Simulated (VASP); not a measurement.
# Lu (Fm-3m) in VASP: further runs, part 2 of 2

VASP 6.6.1.

## 5. Single point, PBE (volume scaled by 0.92)

Contents of INCAR:

```
PREC = Accurate ; ENCUT = 520
EDIFF = 1E-6 ; ISMEAR = -1
SIGMA = 0.1 ; LREAL = False
LASPH = True ; NELM = 100
ALGO = Normal ; ISIF = 2
LWAVE = False ; LCHARG = False
GGA = PE ; NBANDS = 18
```

Contents of KPOINTS:

```
regular mesh
0
Gamma
  15 15 15
```

Contents of POSCAR:

```
Lu
1.0
    0.0000000000      2.3740120595      2.3740120595
    2.3740120595      0.0000000000      2.3740120595
    2.3740120595      2.3740120595      0.0000000000
Lu
1
Direct
    0.0000000000      0.0000000000      0.0000000000
```

Potentials or basis: VASP PAW PBE potentials, release 64 (Lu).

Launch:

```bash
cat potpaw_PBE.64/Lu/POTCAR > POTCAR
mpirun -np 1 vasp_std > vasp.out
```

OUTCAR:

```text
PREC = Accurate
   ENCUT = 520
   EDIFF = 1E-6
   ISMEAR = -1
   LREAL = False
   LASPH = True
   NELM = 100
   ISIF = 2
   GGA = PE

 ion  position               nearest neighbor table
   1  0.000  0.000  0.000-

  LATTYP: Found a face centered cubic cell.
 ALAT       =     4.7480241190

  Lattice vectors:

 A1 = (   0.0000000000,   2.3740120595,   2.3740120595)
 A2 = (   2.3740120595,   0.0000000000,   2.3740120595)
 A3 = (   2.3740120595,   2.3740120595,   0.0000000000)

Analysis of symmetry for initial positions (statically):
=====================================================================
 Subroutine PRICEL returns:
 Original cell was already a primitive cell.

 Routine SETGRP: Setting up the symmetry group for a
 face centered cubic supercell.

 Subroutine GETGRP returns: Found 48 space group operations
 (whereof 48 operations were pure point group operations)
 out of a pool of 48 trial point group operations.

The static configuration has the point symmetry O_h .

Analysis of symmetry for dynamics (positions and initial velocities):
=====================================================================
 Subroutine PRICEL returns:
 Original cell was already a primitive cell.

 Routine SETGRP: Setting up the symmetry group for a
 face centered cubic supercell.

 Subroutine GETGRP returns: Found 48 space group operations
 (whereof 48 operations were pure point group operations)
 out of a pool of 48 trial point group operations.

The dynamic configuration has the point symmetry O_h .

 Subroutine INISYM returns: Found 48 space group operations
 (whereof 48 operations are pure point group operations),
 and found     1 'primitive' translations

----------------------------------------------------------------------------------------

[... 98 lines left out ...]
   POTIM  = 0.5000    time-step for ionic-motion
   TEBEG  =    0.0;   TEEND  =   0.0 temperature during run
   PSTRESS=    0.0 pullay stress
   NELECT =      25.0000    total number of electrons
   NUPDOWN=      -1.0000    fix difference up-down
   EMIN   =  10.00;   EMAX   =-10.00  energy-range for DOS
   EFERMI =   0.00;   METHOD = LEGACY
   ISMEAR =    -1;   SIGMA  =   0.10  broadening in eV -4-tet -1-fermi 0-gaus
   EFERMI_NEDOS =   21; number of points for ismear=-14 and -15
   IALGO  =     38    algorithm
   IMIX   =      4    mixing-type and parameters
     AMIX     =   0.40;   BMIX     =  1.00
     AMIX_MAG =   1.60;   BMIX_MAG =  1.00
  volume/ion in A,a.u.               =      26.76       180.58
  Fermi-wavevector in a.u.,A,eV,Ry     =   1.600400  3.024318 34.848338  2.561281
  Thomas-Fermi vector in A             =   2.697542
   LORBIT       =      0    0 simple, 1 ext, 2 COOP (PROOUT), +10 PAW based schemes
   GGA     = PE    functional components
   LHFCALC =     F    Hartree Fock is set to
   AEXX    =    0.0000 exact exchange contribution
   IVDW    =     0    specifies the selected vdW correction
   LEPSILON=     F    determine dielectric tensor
   LRPA    =     F    only Hartree local field effects (RPA)
 non-spin polarized calculation
  energy-cutoff  :      520.00
  volume of cell :       26.76
 maximum number of plane-waves:       745
 NGX is ok and might be reduce to    28
   NGX = 13   NGY = 13   NGZ = 13

 number of electron      24.9999995 magnetization

 Free energy of the ion-electron system (eV)
  ---------------------------------------------------
  ext. energy  EPLUGINS =         0.00000000
  ---------------------------------------------------
  free energy    TOTEN  =        -4.47347999 eV

  energy without entropy =       -4.42914731  energy(sigma->0) =       -4.45131365

 E-fermi :   2.6226     XC(G=0): -11.0738

 val. band max:        2.6060360879   @ k =   0.4000   0.2667   0.0667
 cond. band min:       2.6363806730   @ k =   0.4000   0.2000   0.0000
 fundamental gap:      0.0303445851
 Fermi energy:         2.6226402182

 k-point     1 :       0.0000    0.0000    0.0000
  band No.  band energies     occupation
      1     -53.4228      2.00000
      2     -23.7882      2.00000
      3     -23.7882      2.00000
      4     -23.7882      2.00000
      5      -3.6743      2.00000
      6      -2.2875      2.00000
[... 481 lines left out ...]
      5      -2.5187      2.00000
      6      -2.2617      2.00000
[... 10 lines left out ...]
     17       7.9797      0.00000
     18      15.3377      0.00000

 [... further k-points ...]
[... 5 lines left out ...]
  --------------------------------------------------------------------------------------
  -------------------------------------------------------------------------------------
  Total        0.7061736      0.7061736      0.7061736     -0.0000000     -0.0000000     -0.0000000
  in kB       42.2808118     42.2808118     42.2808118     -0.0000000     -0.0000000     -0.0000000
  external PRESSURE =      42.2808118 kB  Pullay stress =       0.0000000 kB

 VOLUME and BASIS-vectors are now :
 -----------------------------------------------------------------------------
  energy-cutoff  :      520.00
  volume of cell :       26.76
      direct lattice vectors                 reciprocal lattice vectors
     0.000000000  2.374012060  2.374012060    -0.210613926  0.210613926  0.210613926
     2.374012060  0.000000000  2.374012060     0.210613926 -0.210613926  0.210613926
     2.374012060  2.374012060  0.000000000     0.210613926  0.210613926 -0.210613926

 POSITION                                       TOTAL-FORCE (eV/Angst)
 -----------------------------------------------------------------------------------
      0.00000      0.00000      0.00000         0.000000     -0.000000      0.000000
 -----------------------------------------------------------------------------------
    total drift:                               -0.000000     -0.000000     -0.000000

  FREE ENERGIE OF THE ION-ELECTRON SYSTEM (eV)
  ---------------------------------------------------
  free  energy   TOTEN  =        -4.4734799888 eV

  energy  without entropy=       -4.4291473122  energy(sigma->0) =       -4.45131365
```

Run time: 45 s. Hardware: 1 thread of Intel Xeon 6975P-C (Granite Rapids), shared host; peak memory 0.2 GiB.

What came out:

```yaml
Free_energy: -4.4735 eV
Pressure: 4.2 GPa
```

Caveat: the cell differs from its parent crystal (volume scaled by 0.92); spin-orbit coupling is left out, which moves the levels of the heavy elements.

## 6. Single point, PBE

This run uses another cell than the first one, of 29.09 Å³/atom, 1.316 times its volume.

Contents of INCAR:

```
ALGO = Normal
EDIFF = 1E-6
ENCUT = 520
GGA = PE
ISIF = 2
ISMEAR = -1
LASPH = True
LCHARG = True
LELF = True
LREAL = False
LVHAR = True
LWAVE = False
NBANDS = 18
NELM = 60
PREC = Accurate
SIGMA = 0.1
```

Contents of KPOINTS:

```
k-points
0
Gamma
  15 15 15
```

Contents of POSCAR:

```
Lu
1.0
    0.0000000000      2.4409205571      2.4409205571
    2.4409205571      0.0000000000      2.4409205571
    2.4409205571      2.4409205571      0.0000000000
Lu
1
Direct
    0.0000000000      0.0000000000      0.0000000000
```

Potentials or basis: VASP PAW PBE potentials, release 64 (Lu).

Launch:

```bash
cat potpaw_PBE.64/Lu/POTCAR > POTCAR
mpirun -np 1 vasp_std > vasp.out
```

It took 43 s on 1 thread of Intel Xeon 6975P-C (Granite Rapids), shared host; peak memory 0.21 GiB.

Results (log left out):

* Free energy: -4.5042 eV
* Pressure: 0.2 GPa

Levels at points of the mesh, in eV from the Fermi level:
```
           k point  band 9  band 10  band 11  band 12  band 13  band 14  band 15  band 16
(0.00, 0.00, 0.00)   -4.98    -4.90    -4.90    -4.90     2.25     2.25     2.25     4.63
```

Caveat: spin-orbit coupling is left out, which moves the levels of the heavy elements.

## 7. Summary

| cell | gap on the mesh (eV) | pressure (GPa) |
| --- | --- | --- |
| a = 3.150 Å, angles 60.0°, 1 atom | none | 18.9 |
| a = 3.257 Å, angles 60.0°, 1 atom | none | 10.1 |
| a = 3.357 Å, angles 60.0°, 1 atom | none | 4.2 |
| a = 3.452 Å, angles 60.0°, 1 atom | none | 0.2 |

Alike in all rows: task single point; level PBE; potentials or basis VASP PAW PBE potentials, release 64 (Lu); no spin polarisation; k mesh 15 × 15 × 15; cutoff (eV) 520; smearing fermi-dirac 0.1 eV.

Caveats: spin-orbit coupling is left out, which moves the levels of the heavy elements.

Total energies depend on the potentials used, so only differences within one code and one set of settings carry meaning.
